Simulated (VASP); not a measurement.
Write the native input for VASP 6.6.1 that does the following.

```yaml
Task: single point
Functional: PBE
Potentials_or_basis: VASP PAW PBE potentials, release 64 (W_sv, S)
Cutoff: 520 eV
k_mesh: 10 × 10 × 3
Occupations: fermi-dirac, width 0.05 eV
Spin: no spin polarisation
Dipole_correction: no
Further_INCAR_settings: ALGO = Normal; EDIFF = 1e-06; NBANDS = 20
```

The structure of WS2 lies in POSCAR:

```
WS2
1.0
    2.6425611403      0.0000000000      0.0000000000
    0.0000000000      2.6425611403      0.0000000000
    0.0000000000      0.0000000000      9.4152781364
W S
1 2
Direct
    0.5000000000      0.5000000000      0.5000000000
    0.5000000000      0.5000000000      0.7656600000
    0.5000000000      0.5000000000      0.2343400000
```

This cell differs from its parent crystal: volume scaled by 1.06.

These files were run (other wordings do the same):

INCAR

```
SYSTEM = WS2
ALGO = Normal ; EDIFF = 1E-6
ENCUT = 520 ; GGA = PE
ISIF = 2 ; ISMEAR = -1
LASPH = .TRUE. ; LCHARG = .TRUE.
LELF = .TRUE. ; LREAL = .FALSE.
LVHAR = .TRUE. ; LWAVE = .FALSE.
NBANDS = 20 ; NELM = 80
PREC = Accurate ; SIGMA = 0.05
```

KPOINTS

```
k-points
0
G
  10 10 3
  0 0 0
```

Potentials or basis: VASP PAW PBE potentials, release 64 (W_sv, S).

Launch:

```sh
$ cat potpaw_PBE.64/W_sv/POTCAR potpaw_PBE.64/S/POTCAR > POTCAR
$ mpirun -np 1 vasp_std > vasp.out
```

It gave:

| Item | Value |
| --- | --- |
| Pressure | -5.2 GPa |
| Largest force | 0.452 eV/Å |
| Band gap on the k mesh | zero (band 13 reaches 7.06 eV, above the bottom of band 14 at 3.67 eV) |

Caveat: spin-orbit coupling is left out, which moves the levels of the heavy elements; this functional lacks dispersion, which binds the layers, so the pressure and a relaxed spacing across them are unreliable.

Run time: 44 s on 1 thread of Intel(R) Xeon(R) Platinum 8375C CPU @ 2.90GHz (Ice Lake), on a shared host, peak memory 0.2 GiB.
